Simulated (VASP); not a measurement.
# O2 in VASP: a series of runs

O2 is run at these levels: r2SCAN; tasks: single point, relaxation of the atoms.

All numbers are computed with VASP 6.6.1; they aren't measurements. Logs are shortened: lines on timing, memory, paths and dates and some standing lists are left out, and cuts for length are marked.

### Step 1. The cell of the first run

The cell holds a molecule in a box, 2 atoms: a = 9.000 Å, b = 9.500 Å, c = 10.000 Å, α = 90.00°, β = 90.00°, γ = 90.00°.

### Step 2. Single point, r2SCAN, collinear spin, ferromagnetic start

POSCAR reads:

```
O
1.0
    9.0000000000      0.0000000000      0.0000000000
    0.0000000000      9.5000000000      0.0000000000
    0.0000000000      0.0000000000     10.0000000000
O
2
Direct
    0.5000000000      0.5000000000      0.4397287634
    0.5000000000      0.5000000000      0.5602712366
```

INCAR.step1 reads:

```
  PREC = Accurate
  ENCUT = 520
  ISMEAR = -1
  SIGMA = 0.05
  LREAL = False
  LASPH = True
  NELM = 150
  ISPIN = 2
  MAGMOM = 1 1
  NBANDS = 17
  GGA = PE
  ALGO = Normal
  EDIFF = 1E-4
  LWAVE = True
  LCHARG = False
```

INCAR.step2 reads:

```
  PREC = Accurate
  ENCUT = 520
  EDIFF = 1E-7
  ISMEAR = -1
  SIGMA = 0.05
  LREAL = False
  LASPH = True
  NELM = 150
  ALGO = Normal
  ISIF = 2
  LWAVE = False
  LCHARG = True
  ISPIN = 2
  MAGMOM = 1 1
  LORBIT = 11
  METAGGA = R2SCAN
  LMIXTAU = True
  LELF = True
  LVHAR = True
  NBANDS = 17
  ISTART = 1
```

KPOINTS reads:

```
regular mesh
0
Gamma
  1 1 1
```

Potentials or basis: VASP PAW PBE potentials, release 64 (O).

Started as:

```
$ cat potpaw_PBE.64/O/POTCAR > POTCAR
$ cp INCAR.step1 INCAR
$ mpirun -np 1 vasp_gam > vasp.out
$ cp INCAR.step2 INCAR
$ mpirun -np 1 vasp_gam > vasp.out
```

OUTCAR:

```text
PREC = Accurate
   ENCUT = 520
   EDIFF = 1E-7
   ISMEAR = -1
   LREAL = False
   LASPH = True
   NELM = 150
   ISIF = 2
   ISPIN = 2
   LORBIT = 11
   METAGGA = R2SCAN
   ISTART = 1

 ion  position               nearest neighbor table
   1  0.500  0.500  0.440-   2 1.21
   2  0.500  0.500  0.560-   1 1.21

  LATTYP: Found a simple orthorhombic cell.
 ALAT       =     9.0000000000
 B/A-ratio  =     1.0555555556
 C/A-ratio  =     1.1111111111

  Lattice vectors:

 A1 = (   9.0000000000,   0.0000000000,   0.0000000000)
 A2 = (   0.0000000000,   9.5000000000,   0.0000000000)
 A3 = (   0.0000000000,   0.0000000000,  10.0000000000)

Analysis of symmetry for initial positions (statically):
=====================================================================
 Subroutine PRICEL returns:
 Original cell was already a primitive cell.

 Routine SETGRP: Setting up the symmetry group for a
 simple orthorhombic supercell.

 Subroutine GETGRP returns: Found  8 space group operations
 (whereof  8 operations were pure point group operations)
 out of a pool of  8 trial point group operations.

The static configuration has the point symmetry D_2h.

Analysis of symmetry for dynamics (positions and initial velocities):
=====================================================================
 Subroutine PRICEL returns:
 Original cell was already a primitive cell.

 Routine SETGRP: Setting up the symmetry group for a
 simple orthorhombic supercell.

 Subroutine GETGRP returns: Found  8 space group operations
 (whereof  8 operations were pure point group operations)
 out of a pool of  8 trial point group operations.

The dynamic configuration has the point symmetry D_2h.

Analysis of structural, dynamic, and magnetic symmetry:
=====================================================================
 Subroutine PRICEL returns:
 Original cell was already a primitive cell.

 Routine SETGRP: Setting up the symmetry group for a
 simple orthorhombic supercell.

 Subroutine GETGRP returns: Found  8 space group operations
 (whereof  8 operations were pure point group operations)
 out of a pool of  8 trial point group operations.

The overall configuration has the point symmetry D_2h.

 Subroutine INISYM returns: Found  8 space group operations
 (whereof  8 operations are pure point group operations),
 and found     1 'primitive' translations

----------------------------------------------------------------------------------------

                                     Primitive cell

  volume of cell :     855.0000

  direct lattice vectors                    reciprocal lattice vectors
     9.000000000  0.000000000  0.000000000     0.111111111  0.000000000  0.000000000
     0.000000000  9.500000000  0.000000000     0.000000000  0.105263158  0.000000000
     0.000000000  0.000000000 10.000000000     0.000000000  0.000000000  0.100000000

  length of vectors
     9.000000000  9.500000000 10.000000000     0.111111111  0.105263158  0.100000000

  position of ions in fractional coordinates (direct lattice)
     0.500000000  0.500000000  0.439728763
     0.500000000  0.500000000  0.560271237

  ion indices of the primitive-cell ions
   primitive index   ion index
                 1           1
                 2           2

----------------------------------------------------------------------------------------

 KPOINTS: regular mesh

Automatic generation of k-mesh.
 Grid dimensions read from file:
 generate k-points for:    1    1    1

 Generating k-lattice:

  Cartesian coordinates                     Fractional coordinates (reciprocal lattice)
     0.111111111  0.000000000  0.000000000     1.000000000  0.000000000  0.000000000
     0.000000000  0.105263158  0.000000000     0.000000000  1.000000000  0.000000000
     0.000000000  0.000000000  0.100000000     0.000000000  0.000000000  1.000000000

  Length of vectors
     0.111111111  0.105263158  0.100000000

  Shift w.r.t. Gamma in fractional coordinates (k-lattice)
     0.000000000  0.000000000  0.000000000

 Subroutine IBZKPT returns following result:
 ===========================================

 Found      1 irreducible k-points:

 Following reciprocal coordinates:
            Coordinates               Weight
  0.000000  0.000000  0.000000      1.000000
   k-points           NKPTS =      1   k-points in BZ     NKDIM =      1   number of bands    NBANDS=     17
   number of dos      NEDOS =    301   number of ions     NIONS =      2
   total plane-waves  NPLWV = 403200
   dimension x,y,z NGX =    70 NGY =   72 NGZ =   80
   dimension x,y,z NGXF=   140 NGYF=  144 NGZF=  160
   ions per type =               2
   NGX,Y,Z   is equivalent  to a cutoff of  12.93, 12.60, 13.30 a.u.
   NGXF,Y,Z  is equivalent  to a cutoff of  25.86, 25.20, 26.60 a.u.
 SYSTEM =  unknown system
   PREC   = accura    normal or accurate (medium, high low for compatibility)
   ISTART =      1    job   : 0-new  1-cont  2-samecut
   ICHARG =      0    charge: 1-file 2-atom 10-const
   ISPIN  =      2    spin polarized calculation?
   LNONCOLLINEAR =      F non collinear calculations
   LSORBIT =      F    spin-orbit coupling
   LASPH  =      T    aspherical Exc in radial PAW
   ENCUT  =  520.0 eV  38.22 Ry    6.18 a.u.  16.73 17.66 18.59*2*pi/ulx,y,z
   NELM   =    150;   NELMIN=  2; NELMDL=  0     # of ELM steps
   EDIFF  = 0.1E-06   stopping-criterion for ELM
   LREAL  =      F    real-space projection
   EDIFFG = 0.1E-05   stopping-criterion for IOM
   NSW    =      0    number of steps for IOM
   IBRION =     -1    ionic relax: 0-MD 1-quasi-New 2-CG
   NFREE  =      0    steps in history (QN), initial steepest desc. (CG)
   ISIF   =      2    stress and relaxation
   ISYM   =      2    0-nonsym 1-usesym 2-fastsym
   POTIM  = 0.5000    time-step for ionic-motion
   TEBEG  =    0.0;   TEEND  =   0.0 temperature during run
   PSTRESS=    0.0 pullay stress
   NELECT =      12.0000    total number of electrons
   NUPDOWN=      -1.0000    fix difference up-down
   EMIN   =  10.00;   EMAX   =-10.00  energy-range for DOS
   EFERMI =   0.00;   METHOD = LEGACY
   ISMEAR =    -1;   SIGMA  =   0.05  broadening in eV -4-tet -1-fermi 0-gaus
   EFERMI_NEDOS =   21; number of points for ismear=-14 and -15
   IALGO  =     38    algorithm
   IMIX   =      4    mixing-type and parameters
     AMIX     =   0.40;   BMIX     =  1.00
     AMIX_MAG =   1.60;   BMIX_MAG =  1.00
  volume/ion in A,a.u.               =     427.50      2884.91
  Fermi-wavevector in a.u.,A,eV,Ry     =   0.394893  0.746240  2.121703  0.155941
  Thomas-Fermi vector in A             =   1.339966
   LORBIT       =     11    0 simple, 1 ext, 2 COOP (PROOUT), +10 PAW based schemes
   METAGGA = R2SCAN    functional components
   LHFCALC =     F    Hartree Fock is set to
   AEXX    =    0.0000 exact exchange contribution
   IVDW    =     0    specifies the selected vdW correction
   LEPSILON=     F    determine dielectric tensor
   LRPA    =     F    only Hartree local field effects (RPA)
 spin polarized calculation
  energy-cutoff  :      520.00
  volume of cell :      855.00
 maximum number of plane-waves:     11510
 NGX is ok and might be reduce to    70
   NGX = 33   NGY = 35   NGZ = 37

 number of electron      12.0000002 magnetization       2.0000000

 Free energy of the ion-electron system (eV)
  ---------------------------------------------------
  ext. energy  EPLUGINS =         0.00000000
  ---------------------------------------------------
  free energy    TOTEN  =       -11.84867186 eV

  energy without entropy =      -11.84867186  energy(sigma->0) =      -11.84867186

 E-fermi :  -6.0893     XC(G=0):  -0.4308

 val. band max:       -7.2930037916   @ k =   0.0000   0.0000   0.0000
 cond. band min:      -3.8418530197   @ k =   0.0000   0.0000   0.0000
 fundamental gap:      3.4511507719
 Fermi energy:        -6.0892553679

 spin component 1

 k-point     1 :       0.0000    0.0000    0.0000
  band No.  band energies     occupation
      1     -34.5373      1.00000
      2     -21.7311      1.00000
      3     -14.1882      1.00000
      4     -14.1882      1.00000
      5     -13.8954      1.00000
      6      -7.2930      1.00000
[... 9 lines left out ...]
     16       3.1580      0.00000
     17       3.1619      0.00000
 Fermi energy:        -6.0892553679

 spin component 2

 k-point     1 :       0.0000    0.0000    0.0000
  band No.  band energies     occupation
      1     -33.1651      1.00000
      2     -19.2993      1.00000
      3     -12.7891      1.00000
      4     -11.6897      1.00000
      5     -11.6897      1.00000
      6      -3.8419      0.00000
[... 9 lines left out ...]
     16       3.2394      0.00000
     17       3.2416      0.00000

------------------------ aborting loop because EDIFF is reached ----------------------------------------

  FORCE on cell =-STRESS in cart. coord.  units (eV):
  Direction    XX          YY          ZZ          XY          YZ          ZX
  --------------------------------------------------------------------------------------
  -------------------------------------------------------------------------------------
  Total       -0.0766943     -0.0773017      1.6408110      0.0000000      0.0000000      0.0000000
  in kB       -0.1437169     -0.1448550      3.0747020      0.0000000      0.0000000      0.0000000
  external PRESSURE =       0.9287100 kB  Pullay stress =       0.0000000 kB

 VOLUME and BASIS-vectors are now :
 -----------------------------------------------------------------------------
  energy-cutoff  :      520.00
  volume of cell :      855.00
      direct lattice vectors                 reciprocal lattice vectors
     9.000000000  0.000000000  0.000000000     0.111111111  0.000000000  0.000000000
     0.000000000  9.500000000  0.000000000     0.000000000  0.105263158  0.000000000
     0.000000000  0.000000000 10.000000000     0.000000000  0.000000000  0.100000000

 POSITION                                       TOTAL-FORCE (eV/Angst)
 -----------------------------------------------------------------------------------
      4.50000      4.75000      4.39729         0.000000     -0.000000     -1.442956
      4.50000      4.75000      5.60271         0.000000      0.000000      1.442956
 -----------------------------------------------------------------------------------
    total drift:                                0.000000      0.000000      0.000000

  FREE ENERGIE OF THE ION-ELECTRON SYSTEM (eV)
  ---------------------------------------------------
  free  energy   TOTEN  =       -11.8486718598 eV

  energy  without entropy=      -11.8486718597  energy(sigma->0) =      -11.84867186

 total charge

# of ion       s       p       d       tot
------------------------------------------
    1        1.615   3.329   0.000   4.944
    2        1.615   3.329   0.000   4.944
--------------------------------------------------
tot          3.230   6.659   0.000   9.888

 magnetization (x)

# of ion       s       p       d       tot
------------------------------------------
    1        0.015   0.816   0.000   0.831
    2        0.015   0.816   0.000   0.831
--------------------------------------------------
tot          0.029   1.632   0.000   1.661
```

It took 7 min on 1 thread of Oxide Virtual Turin-like, shared host; peak memory 1.2 GiB.

What came out:

* Free energy: -11.8487 eV
* Largest force: 1.443 eV/Å
* Gap between the frontier levels: 3.45 eV
* Net moment: 2.00 μB per cell
* Site moments: O +0.83 μB
* Valence electrons inside the program's atomic spheres: O 4.94

Forces on the atoms (eV/Å):
```
O    0.000  0.000 -1.443
O    0.000  0.000  1.443
```

Caveat: the standard files for N, O and F lose accuracy on very short bonds; the PAW data sets were made with another functional, which shifts forces and pressure a little.

(Part 1 of 2 ends here.)
